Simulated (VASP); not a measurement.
# LiTaBe2N3 (P6/mmm) in VASP: notebook

LiTaBe2N3 is run at these levels: PBE; tasks: single point.

All numbers are computed with VASP 6.6.1; they aren't measurements. Logs are shortened: lines on timing, memory, paths and dates and some standing lists are left out, and cuts for length are marked.

### Step 1. The cell of the first run

The structure is hexagonal, space group P6/mmm (No. 191). The conventional cell has a = 5.118 Å, b = 5.118 Å, c = 5.625 Å, α = 90.00°, β = 90.00°, γ = 120.00°. Within 3.9 Å of Li (site symmetry 6/mmm) lie 2 Ta at 2.81 Å and 12 N at 3.80 Å. Ta (site symmetry 6/mmm) has 6 N at 2.56 Å and 2 Li at 2.81 Å and 6 Be at 2.95 Å within 3.4 Å. Be (site symmetry -6m2) has 3 N at 1.48 Å within 2.0 Å. Within 2.0 Å of N (site symmetry mmm) lie 2 Be at 1.48 Å.

The cell was generated, and may not be a known phase.

### Step 2. Single point, PBE

Input file INCAR:

```
SYSTEM = LiTaBe2N3
ALGO     = Normal         ! electronic algorithm
EDIFF    = 1E-6           ! SCF threshold, eV
ENCUT    = 750            ! plane-wave cutoff, eV
GGA      = PE             ! functional
GGA_COMPAT= .False.      
ISIF     = 2              ! what is computed and relaxed
ISMEAR   = 0              ! smearing method
LASPH    = .True.         ! aspherical terms in the spheres
LCHARG   = .False.        ! write CHGCAR
LREAL    = .False.        ! projectors in reciprocal space
LWAVE    = .False.        ! write WAVECAR
NBANDS   = 26             ! bands
NELM     = 120            ! most SCF steps
PREC     = Accurate       ! precision mode
SIGMA    = 0.15           ! smearing width, eV
```

Input file KPOINTS:

```
k-points
0
Gamma
  3 3 3
  0 0 0
```

Input file POSCAR:

```
LiTaBe2N3
1.0
    5.1180576790      0.0000000032      0.0000000000
   -2.5590288423      4.4323679665      0.0000000000
    0.0000000000      0.0000000000      5.6251182364
Li Ta Be N
1 1 2 3
Direct
    0.0000000000      0.0000000000      0.5000000000
    0.0000000000      0.0000000000      0.0000000000
    0.3333333333      0.6666666667      0.0000000000
    0.6666666667      0.3333333333      0.0000000000
    0.5000000000      0.0000000000      0.0000000000
    0.0000000000      0.5000000000      0.0000000000
    0.5000000000      0.5000000000      0.0000000000
```

Potentials or basis: VASP PAW PBE potentials, release 64 (Li_sv, Ta_pv, Be, N).

Launch:

```bash
$ cat potpaw_PBE.64/Li_sv/POTCAR potpaw_PBE.64/Ta_pv/POTCAR potpaw_PBE.64/Be/POTCAR potpaw_PBE.64/N/POTCAR > POTCAR
$ mpirun -np 1 vasp_std > vasp.out
```

OUTCAR:

```text
SYSTEM = LiTaBe2N3
   EDIFF = 1E-6
   ENCUT = 750
   GGA = PE
   ISIF = 2
   ISMEAR = 0
   LASPH = .True.
   LREAL = .False.
   NELM = 120
   PREC = Accurate

 ion  position               nearest neighbor table
   1  0.000  0.000  0.500-   2 2.81   2 2.81
   2  0.000  0.000  0.000-   5 2.56   5 2.56   7 2.56   7 2.56   6 2.56   6 2.56   1 2.81   1 2.81
                             4 2.95   3 2.95   4 2.95   3 2.95   3 2.95   4 2.95
   3  0.333  0.667  0.000-   6 1.48   5 1.48   7 1.48   2 2.95   2 2.95   2 2.95
   4  0.667  0.333  0.000-   6 1.48   5 1.48   7 1.48   2 2.95   2 2.95   2 2.95
   5  0.500  0.000  0.000-   3 1.48   4 1.48   2 2.56   2 2.56
   6  0.000  0.500  0.000-   3 1.48   4 1.48   2 2.56   2 2.56
   7  0.500  0.500  0.000-   3 1.48   4 1.48   2 2.56   2 2.56

  LATTYP: Found a hexagonal cell.
 ALAT       =     5.1180576790
 C/A-ratio  =     1.0990728494

  Lattice vectors:

 A1 = (   5.1180576790,   0.0000000032,   0.0000000000)
 A2 = (  -2.5590288423,   4.4323679665,   0.0000000000)
 A3 = (   0.0000000000,   0.0000000000,   5.6251182364)

Analysis of symmetry for initial positions (statically):
=====================================================================
 Subroutine PRICEL returns:
 Original cell was already a primitive cell.

 Routine SETGRP: Setting up the symmetry group for a
 hexagonal supercell.

 Subroutine GETGRP returns: Found 24 space group operations
 (whereof 24 operations were pure point group operations)
 out of a pool of 24 trial point group operations.

The static configuration has the point symmetry D_6h.

Analysis of symmetry for dynamics (positions and initial velocities):
=====================================================================
 Subroutine PRICEL returns:
 Original cell was already a primitive cell.

 Routine SETGRP: Setting up the symmetry group for a
 hexagonal supercell.

 Subroutine GETGRP returns: Found 24 space group operations
 (whereof 24 operations were pure point group operations)
 out of a pool of 24 trial point group operations.

The dynamic configuration has the point symmetry D_6h.

 Subroutine INISYM returns: Found 24 space group operations
 (whereof 24 operations are pure point group operations),
 and found     1 'primitive' translations

----------------------------------------------------------------------------------------

                                     Primitive cell

  volume of cell :     127.6065

  direct lattice vectors                    reciprocal lattice vectors
     5.118057679  0.000000003  0.000000000     0.195386622  0.112806519  0.000000000
    -2.559028842  4.432367967  0.000000000    -0.000000000  0.225613037  0.000000000
     0.000000000  0.000000000  5.625118236     0.000000000  0.000000000  0.177774041

  length of vectors
     5.118057679  5.118057679  5.625118236     0.225613037  0.225613037  0.177774041

  position of ions in fractional coordinates (direct lattice)
     0.000000000  0.000000000  0.500000000
     0.000000000  0.000000000  0.000000000
     0.333333333  0.666666667  0.000000000
     0.666666667  0.333333333  0.000000000
     0.500000000  1.000000000  0.000000000
     0.000000000  0.500000000  0.000000000
     0.500000000  0.500000000  0.000000000

  ion indices of the primitive-cell ions
   primitive index   ion index
                 1           1
                 2           2
                 3           3
                 4           4
                 5           5
                 6           6
                 7           7

----------------------------------------------------------------------------------------

 KPOINTS: k-points

Automatic generation of k-mesh.
 Grid dimensions read from file:
 generate k-points for:    3    3    3

 Generating k-lattice:

  Cartesian coordinates                     Fractional coordinates (reciprocal lattice)
     0.065128874  0.037602173  0.000000000     0.333333333  0.000000000  0.000000000
    -0.000000000  0.075204346  0.000000000    -0.000000000  0.333333333  0.000000000
     0.000000000  0.000000000  0.059258014     0.000000000  0.000000000  0.333333333

  Length of vectors
     0.075204346  0.075204346  0.059258014

  Shift w.r.t. Gamma in fractional coordinates (k-lattice)
     0.000000000  0.000000000  0.000000000

 Subroutine IBZKPT returns following result:
 ===========================================

 Found      6 irreducible k-points:

 Following reciprocal coordinates:
            Coordinates               Weight
  0.000000  0.000000  0.000000      1.000000
  0.333333  0.000000  0.000000      6.000000
  0.333333  0.333333  0.000000      2.000000
  0.000000  0.000000  0.333333      2.000000
  0.333333  0.000000  0.333333     12.000000
  0.333333  0.333333  0.333333      4.000000
   k-points           NKPTS =      6   k-points in BZ     NKDIM =      6   number of bands    NBANDS=     26
   number of dos      NEDOS =    301   number of ions     NIONS =      7
   total plane-waves  NPLWV = 115200
   dimension x,y,z NGX =    48 NGY =   48 NGZ =   50
   dimension x,y,z NGXF=    96 NGYF=   96 NGZF=  100
   ions per type =               1   1   2   3
   NGX,Y,Z   is equivalent  to a cutoff of  15.59, 15.59, 14.78 a.u.
   NGXF,Y,Z  is equivalent  to a cutoff of  31.18, 31.18, 29.55 a.u.
 SYSTEM =  LiTaBe2N3
   PREC   = accura    normal or accurate (medium, high low for compatibility)
   ISTART =      0    job   : 0-new  1-cont  2-samecut
   ICHARG =      2    charge: 1-file 2-atom 10-const
   ISPIN  =      1    spin polarized calculation?
   LNONCOLLINEAR =      F non collinear calculations
   LSORBIT =      F    spin-orbit coupling
   LASPH  =      T    aspherical Exc in radial PAW
   ENCUT  =  750.0 eV  55.12 Ry    7.42 a.u.  11.43 11.43 12.56*2*pi/ulx,y,z
   NELM   =    120;   NELMIN=  2; NELMDL= -5     # of ELM steps
   EDIFF  = 0.1E-05   stopping-criterion for ELM
   LREAL  =      F    real-space projection
   EDIFFG = 0.1E-04   stopping-criterion for IOM
   NSW    =      0    number of steps for IOM
   IBRION =     -1    ionic relax: 0-MD 1-quasi-New 2-CG
   NFREE  =      0    steps in history (QN), initial steepest desc. (CG)
   ISIF   =      2    stress and relaxation
   ISYM   =      2    0-nonsym 1-usesym 2-fastsym
   POTIM  = 0.5000    time-step for ionic-motion
   TEBEG  =    0.0;   TEEND  =   0.0 temperature during run
   PSTRESS=    0.0 pullay stress
   NELECT =      33.0000    total number of electrons
   NUPDOWN=      -1.0000    fix difference up-down
   EMIN   =  10.00;   EMAX   =-10.00  energy-range for DOS
   EFERMI =   0.00;   METHOD = LEGACY
   ISMEAR =     0;   SIGMA  =   0.15  broadening in eV -4-tet -1-fermi 0-gaus
   EFERMI_NEDOS =   21; number of points for ismear=-14 and -15
   IALGO  =     38    algorithm
   IMIX   =      4    mixing-type and parameters
     AMIX     =   0.40;   BMIX     =  1.00
     AMIX_MAG =   1.60;   BMIX_MAG =  1.00
  volume/ion in A,a.u.               =      18.23       123.02
  Fermi-wavevector in a.u.,A,eV,Ry     =   1.043010  1.971004 14.801377  1.087870
  Thomas-Fermi vector in A             =   2.177701
   LORBIT       =      0    0 simple, 1 ext, 2 COOP (PROOUT), +10 PAW based schemes
   GGA     = PE    functional components
   LHFCALC =     F    Hartree Fock is set to
   AEXX    =    0.0000 exact exchange contribution
   IVDW    =     0    specifies the selected vdW correction
   LEPSILON=     F    determine dielectric tensor
   LRPA    =     F    only Hartree local field effects (RPA)
 non-spin polarized calculation
 Gauss-broadening in eV      SIGMA  =   0.15
  energy-cutoff  :      750.00
  volume of cell :      127.61
 maximum number of plane-waves:      6001
 NGX is ok and might be reduce to    48
   NGX = 23   NGY = 23   NGZ = 25

 number of electron      33.0000000 magnetization

 Free energy of the ion-electron system (eV)
  ---------------------------------------------------
  ext. energy  EPLUGINS =         0.00000000
  ---------------------------------------------------
  free energy    TOTEN  =       -43.26549180 eV

  energy without entropy =      -43.22330525  energy(sigma->0) =      -43.24439852

 E-fermi :   0.0248     XC(G=0):  -7.5682

 val. band max:       -0.1013081109   @ k =   0.3333   0.3333   0.3333
 cond. band min:       0.0993933119   @ k =   0.0000   0.0000   0.0000
 fundamental gap:      0.2007014229
 Fermi energy:         0.0247506571

 k-point     1 :       0.0000    0.0000    0.0000
  band No.  band energies     occupation
      1     -46.3492      2.00000
      2     -35.2367      2.00000
      3     -35.2367      2.00000
      4     -34.9680      2.00000
      5     -14.0913      2.00000
      6     -12.4346      2.00000
[... 18 lines left out ...]
     25       6.3419      0.00000
     26       6.5626      0.00000

 k-point     2 :       0.3333    0.0000    0.0000
  band No.  band energies     occupation
      1     -46.3492      2.00000
      2     -35.2384      2.00000
      3     -35.2372      2.00000
      4     -34.9679      2.00000
      5     -13.6913      2.00000
      6     -12.8328      2.00000
[... 18 lines left out ...]
     25       5.7835      0.00000
     26       6.6679      0.00000

 k-point     3 :       0.3333    0.3333    0.0000
  band No.  band energies     occupation
      1     -46.3492      2.00000
      2     -35.2384      2.00000
      3     -35.2384      2.00000
      4     -34.9678      2.00000
      5     -13.1851      2.00000
      6     -13.1851      2.00000
[... 18 lines left out ...]
     25       5.7866      0.00000
     26       8.5526      0.00000

 k-point     4 :       0.0000    0.0000    0.3333
  band No.  band energies     occupation
      1     -46.3493      2.00000
      2     -35.2367      2.00000
      3     -35.2367      2.00000
      4     -34.9674      2.00000
      5     -14.0887      2.00000
      6     -12.4339      2.00000
[... 18 lines left out ...]
     25       6.9487      0.00000
     26       7.0832      0.00000

 k-point     5 :       0.3333    0.0000    0.3333
  band No.  band energies     occupation
      1     -46.3493      2.00000
      2     -35.2384      2.00000
      3     -35.2372      2.00000
      4     -34.9673      2.00000
      5     -13.6890      2.00000
      6     -12.8315      2.00000
[... 18 lines left out ...]
     25       6.5917      0.00000
     26       6.9506      0.00000

 k-point     6 :       0.3333    0.3333    0.3333
  band No.  band energies     occupation
      1     -46.3493      2.00000
      2     -35.2384      2.00000
      3     -35.2384      2.00000
      4     -34.9673      2.00000
      5     -13.1832      2.00000
      6     -13.1832      2.00000
[... 18 lines left out ...]
     25       6.4986      0.00000
     26       8.3642      0.00000

------------------------ aborting loop because EDIFF is reached ----------------------------------------

  FORCE on cell =-STRESS in cart. coord.  units (eV):
  Direction    XX          YY          ZZ          XY          YZ          ZX
  --------------------------------------------------------------------------------------
  -------------------------------------------------------------------------------------
  Total        0.2088635      0.2088635      0.4947957     -0.0000000     -0.0000000      0.0000000
  in kB        2.6224097      2.6224097      6.2124631     -0.0000000     -0.0000000      0.0000000
  external PRESSURE =       3.8190942 kB  Pullay stress =       0.0000000 kB

 VOLUME and BASIS-vectors are now :
 -----------------------------------------------------------------------------
  energy-cutoff  :      750.00
  volume of cell :      127.61
      direct lattice vectors                 reciprocal lattice vectors
     5.118057679  0.000000003  0.000000000     0.195386622  0.112806519  0.000000000
    -2.559028842  4.432367967  0.000000000    -0.000000000  0.225613037  0.000000000
     0.000000000  0.000000000  5.625118236     0.000000000  0.000000000  0.177774041

 POSITION                                       TOTAL-FORCE (eV/Angst)
 -----------------------------------------------------------------------------------
      0.00000      0.00000      2.81256         0.000000      0.000000      0.000000
      0.00000      0.00000      0.00000         0.000000      0.000000      0.000000
     -0.00000      2.95491      0.00000         0.000000     -0.000000      0.000000
      2.55903      1.47746      0.00000        -0.000000      0.000000     -0.000000
      2.55903      0.00000      0.00000         0.000000      0.000000      0.000000
     -1.27951      2.21618      0.00000         0.000000      0.000000      0.000000
      1.27951      2.21618      0.00000         0.000000      0.000000      0.000000
 -----------------------------------------------------------------------------------
    total drift:                               -0.000000      0.000000      0.000000

  FREE ENERGIE OF THE ION-ELECTRON SYSTEM (eV)
  ---------------------------------------------------
  free  energy   TOTEN  =       -43.2654917983 eV

  energy  without entropy=      -43.2233052481  energy(sigma->0) =      -43.24439852
```

Wall time 59 s (1 thread of AMD EPYC 7R43 (Zen 3), shared host); peak memory 0.31 GiB.

What came out:

```
Free energy            : -43.2655 eV
Pressure               : 0.4 GPa
Band gap on the k mesh : zero (an odd number of electrons rules out a gap without spin polarisation)
```

Stress tensor (GPa, compression positive):
```
0.26 0.00 0.00
0.00 0.26 0.00
0.00 0.00 0.62
```

Caveat: the k points lie up to 0.47 Å⁻¹ apart, too coarse for converged energies and pressures of a metal; spin-orbit coupling is left out, which moves the levels of the heavy elements.

(Continued in part 2 of 2.)

The gap in the log of VASP goes by the Fermi energy; the results here count the filled bands.